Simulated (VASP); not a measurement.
# Be3SbP (Pm-3m) in VASP: notebook

Runs on Be3SbP. Level: PBEsol. Tasks: single point, relaxation of cell and atoms.

Program: VASP 6.6.1. These are calculated values, not measurements. Logs are shortened: lines on timing, memory, paths and dates and some standing lists are left out, and cuts for length are marked.

### Step 1. The cell of the first run

Symmetry: Pm-3m, No. 221, cubic system. The conventional cell has a = 4.209 Å, b = 4.209 Å, c = 4.209 Å, α = 90.00°, β = 90.00°, γ = 90.00°. Be (site symmetry 4/mmm) has 2 P at 2.10 Å within 2.8 Å. Sb (site symmetry m-3m) has 12 Be at 2.98 Å and 8 P at 3.65 Å within 3.9 Å. Within 2.8 Å of P (site symmetry m-3m) lie 6 Be at 2.10 Å.

### Step 2. Single point, PBEsol

Input file INCAR:

```
SYSTEM = Be3SbP
PREC = Accurate ; ENCUT = 520
EDIFF = 1E-6 ; ISMEAR = 0
SIGMA = 0.1 ; LREAL = .False.
LASPH = .True. ; NELM = 100
ALGO = Normal ; ISIF = 2
LWAVE = .False. ; LCHARG = .False.
GGA = PS ; NBANDS = 16
```

Input file KPOINTS:

```
regular mesh
0
Gamma
  8 8 8
  0 0 0
```

Input file POSCAR:

```
Be3SbP
1.0
    4.2090720562      0.0000000000      0.0000000000
    0.0000000000      4.2090720562      0.0000000000
    0.0000000000      0.0000000000      4.2090720562
Be Sb P
3 1 1
Direct
    0.0000000000      0.5000000000      0.5000000000
    0.5000000000      0.0000000000      0.5000000000
    0.5000000000      0.5000000000      0.0000000000
    0.0000000000      0.0000000000      0.0000000000
    0.5000000000      0.5000000000      0.5000000000
```

Potentials or basis: VASP PAW PBE potentials, release 64 (Be, Sb, P).

Started as:

```bash
$ cat potpaw_PBE.64/Be/POTCAR potpaw_PBE.64/Sb/POTCAR potpaw_PBE.64/P/POTCAR > POTCAR
$ mpirun -np 1 vasp_std > vasp.out
```

OUTCAR:

```text
SYSTEM = Be3SbP
   PREC = Accurate
   ENCUT = 520
   EDIFF = 1E-6
   ISMEAR = 0
   LREAL = .False.
   LASPH = .True.
   NELM = 100
   ISIF = 2
   GGA = PS

 ion  position               nearest neighbor table
   1  0.000  0.500  0.500-   5 2.10   5 2.10   4 2.98   4 2.98   4 2.98   4 2.98
   2  0.500  0.000  0.500-   5 2.10   5 2.10   4 2.98   4 2.98   4 2.98   4 2.98
   3  0.500  0.500  0.000-   5 2.10   5 2.10   4 2.98   4 2.98   4 2.98   4 2.98
   4  0.000  0.000  0.000-   1 2.98   2 2.98   3 2.98   1 2.98   2 2.98   1 2.98   3 2.98   1 2.98
                             2 2.98   3 2.98   2 2.98   3 2.98
   5  0.500  0.500  0.500-   1 2.10   2 2.10   3 2.10   3 2.10   2 2.10   1 2.10

  LATTYP: Found a simple cubic cell.
 ALAT       =     4.2090720562

  Lattice vectors:

 A1 = (   4.2090720562,   0.0000000000,   0.0000000000)
 A2 = (   0.0000000000,   4.2090720562,   0.0000000000)
 A3 = (   0.0000000000,   0.0000000000,   4.2090720562)

Analysis of symmetry for initial positions (statically):
=====================================================================
 Subroutine PRICEL returns:
 Original cell was already a primitive cell.

 Routine SETGRP: Setting up the symmetry group for a
 simple cubic supercell.

 Subroutine GETGRP returns: Found 48 space group operations
 (whereof 48 operations were pure point group operations)
 out of a pool of 48 trial point group operations.

The static configuration has the point symmetry O_h .

Analysis of symmetry for dynamics (positions and initial velocities):
=====================================================================
 Subroutine PRICEL returns:
 Original cell was already a primitive cell.

 Routine SETGRP: Setting up the symmetry group for a
 simple cubic supercell.

 Subroutine GETGRP returns: Found 48 space group operations
 (whereof 48 operations were pure point group operations)
 out of a pool of 48 trial point group operations.

The dynamic configuration has the point symmetry O_h .

 Subroutine INISYM returns: Found 48 space group operations
 (whereof 48 operations are pure point group operations),
 and found     1 'primitive' translations

----------------------------------------------------------------------------------------

                                     Primitive cell

  volume of cell :      74.5691

[... 90 lines left out ...]
   LSORBIT =      F    spin-orbit coupling
   LASPH  =      T    aspherical Exc in radial PAW
   ENCUT  =  520.0 eV  38.22 Ry    6.18 a.u.   7.83  7.83  7.83*2*pi/ulx,y,z
   NELM   =    100;   NELMIN=  2; NELMDL= -5     # of ELM steps
   EDIFF  = 0.1E-05   stopping-criterion for ELM
   LREAL  =      F    real-space projection
   EDIFFG = 0.1E-04   stopping-criterion for IOM
   NSW    =      0    number of steps for IOM
   IBRION =     -1    ionic relax: 0-MD 1-quasi-New 2-CG
   NFREE  =      0    steps in history (QN), initial steepest desc. (CG)
   ISIF   =      2    stress and relaxation
   ISYM   =      2    0-nonsym 1-usesym 2-fastsym
   POTIM  = 0.5000    time-step for ionic-motion
   TEBEG  =    0.0;   TEEND  =   0.0 temperature during run
   PSTRESS=    0.0 pullay stress
   NELECT =      16.0000    total number of electrons
   NUPDOWN=      -1.0000    fix difference up-down
   EMIN   =  10.00;   EMAX   =-10.00  energy-range for DOS
   EFERMI =   0.00;   METHOD = LEGACY
   ISMEAR =     0;   SIGMA  =   0.10  broadening in eV -4-tet -1-fermi 0-gaus
   EFERMI_NEDOS =   21; number of points for ismear=-14 and -15
   IALGO  =     38    algorithm
   IMIX   =      4    mixing-type and parameters
     AMIX     =   0.40;   BMIX     =  1.00
     AMIX_MAG =   1.60;   BMIX_MAG =  1.00
  volume/ion in A,a.u.               =      14.91       100.64
  Fermi-wavevector in a.u.,A,eV,Ry     =   0.980081  1.852084 13.069185  0.960558
  Thomas-Fermi vector in A             =   2.110983
   LORBIT       =      0    0 simple, 1 ext, 2 COOP (PROOUT), +10 PAW based schemes
   GGA     = PS    functional components
   LHFCALC =     F    Hartree Fock is set to
   AEXX    =    0.0000 exact exchange contribution
   IVDW    =     0    specifies the selected vdW correction
   LEPSILON=     F    determine dielectric tensor
   LRPA    =     F    only Hartree local field effects (RPA)
 non-spin polarized calculation
 Gauss-broadening in eV      SIGMA  =   0.10
  energy-cutoff  :      520.00
  volume of cell :       74.57
 maximum number of plane-waves:      2022
 NGX is ok and might be reduce to    32
   NGX = 15   NGY = 15   NGZ = 15

 number of electron      16.0000002 magnetization

 Free energy of the ion-electron system (eV)
  ---------------------------------------------------
  ext. energy  EPLUGINS =         0.00000000
  ---------------------------------------------------
  free energy    TOTEN  =       -19.99220085 eV

  energy without entropy =      -19.98982605  energy(sigma->0) =      -19.99101345

 E-fermi :   7.0092     XC(G=0): -10.1192

 val. band max:        6.9802289059   @ k =   0.3750   0.0000   0.0000
 cond. band min:       7.1204050498   @ k =   0.2500   0.1250   0.0000
 fundamental gap:      0.1401761439
 Fermi energy:         7.0091882053

 k-point     1 :       0.0000    0.0000    0.0000
  band No.  band energies     occupation
      1      -6.2992      2.00000
      2      -1.4354      2.00000
      3       1.2447      2.00000
      4       1.2447      2.00000
      5       1.2447      2.00000
      6       6.1942      2.00000
[... 433 lines left out ...]
      3       0.0869      2.00000
      4       0.3557      2.00000
      5       2.1029      2.00000
      6       4.6875      2.00000
[... 8 lines left out ...]
     15      12.3224      0.00000
     16      13.7443      0.00000

 [... further k-points ...]
[... 5 lines left out ...]
  --------------------------------------------------------------------------------------
  -------------------------------------------------------------------------------------
  Total        0.0803684      0.0803684      0.0803684     -0.0000000     -0.0000000      0.0000000
  in kB        1.7267786      1.7267786      1.7267786     -0.0000000     -0.0000000      0.0000000
  external PRESSURE =       1.7267786 kB  Pullay stress =       0.0000000 kB

 VOLUME and BASIS-vectors are now :
 -----------------------------------------------------------------------------
  energy-cutoff  :      520.00
  volume of cell :       74.57
      direct lattice vectors                 reciprocal lattice vectors
     4.209072056  0.000000000  0.000000000     0.237582058  0.000000000  0.000000000
     0.000000000  4.209072056  0.000000000     0.000000000  0.237582058  0.000000000
     0.000000000  0.000000000  4.209072056     0.000000000  0.000000000  0.237582058

 POSITION                                       TOTAL-FORCE (eV/Angst)
 -----------------------------------------------------------------------------------
      0.00000      2.10454      2.10454         0.000000      0.000000      0.000000
      2.10454      0.00000      2.10454         0.000000      0.000000      0.000000
      2.10454      2.10454      0.00000         0.000000      0.000000      0.000000
      0.00000      0.00000      0.00000         0.000000      0.000000      0.000000
      2.10454      2.10454      2.10454         0.000000      0.000000      0.000000
 -----------------------------------------------------------------------------------
    total drift:                                0.000000     -0.000000     -0.000000

  FREE ENERGIE OF THE ION-ELECTRON SYSTEM (eV)
  ---------------------------------------------------
  free  energy   TOTEN  =       -19.9922008484 eV

  energy  without entropy=      -19.9898260540  energy(sigma->0) =      -19.99101345
```

OSZICAR:

```text
N       E                     dE             d eps       ncg     rms          rms(c)
DAV:   1     0.335390254683E+02    0.33539E+02   -0.57183E+03  1120   0.806E+02
DAV:   2    -0.175963118961E+02   -0.51135E+02   -0.46476E+02  1520   0.137E+02
DAV:   3    -0.203715906215E+02   -0.27753E+01   -0.27325E+01  1528   0.337E+01
DAV:   4    -0.204075347690E+02   -0.35944E-01   -0.35927E-01  1368   0.424E+00
DAV:   5    -0.204081637227E+02   -0.62895E-03   -0.62883E-03  1552   0.576E-01    0.621E+00
DAV:   6    -0.200260880518E+02    0.38208E+00   -0.65582E-01  1368   0.402E+00    0.390E+00
DAV:   7    -0.199964601896E+02    0.29628E-01   -0.27190E-01  1552   0.241E+00    0.163E+00
DAV:   8    -0.199926021235E+02    0.38581E-02   -0.24873E-02  1376   0.867E-01    0.288E-01
DAV:   9    -0.199921922705E+02    0.40985E-03   -0.34226E-03  1408   0.393E-01    0.101E-01
DAV:  10    -0.199922132634E+02   -0.20993E-04   -0.31105E-04  1440   0.105E-01    0.607E-02
DAV:  11    -0.199922078507E+02    0.54127E-05   -0.11848E-04  1480   0.528E-02    0.349E-02
DAV:  12    -0.199922006917E+02    0.71590E-05   -0.43477E-05  1368   0.335E-02    0.207E-02
DAV:  13    -0.199922008484E+02   -0.15667E-06   -0.28681E-06  1408   0.110E-02
   1 F= -.19992201E+02 E0= -.19991013E+02  d E =-.237479E-02
```

stdout:

```text
POSCAR found type information on POSCAR BeSbP
 POSCAR found :  3 types and       5 ions
 scaLAPACK will be used
 -----------------------------------------------------------------------------
|                                                                             |
|                                                                             |
|     You enforced a specific xc type in the INCAR file but a different       |
|     I HOPE YOU KNOW WHAT YOU ARE DOING!                                     |
|                                                                             |
 -----------------------------------------------------------------------------

 LDA part: xc-table for (Slater+PW92), standard interpolation
 POSCAR, INCAR and KPOINTS ok, starting setup
 FFT: planning ... GRIDC
 FFT: planning ... GRID_SOFT
 FFT: planning ... GRID
 WAVECAR not read
 entering main loop
```

It took 24 s on 1 thread of Intel Xeon Platinum 8259CL at 2.50GHz (Skylake/Cascade Lake), shared host; peak memory 0.2 GiB.

What came out:

```yaml
Free_energy: -19.9922 eV
Pressure: 0.2 GPa
Band_gap_on_the_k_mesh: zero (band 8 reaches 7.18 eV, above the bottom of band 9 at 6.55 eV)
```

Caveat: the PAW data sets were made with another functional, which shifts forces and pressure a little; spin-orbit coupling is left out, which moves the levels of the heavy elements.

(Continued in part 2 of 3.)
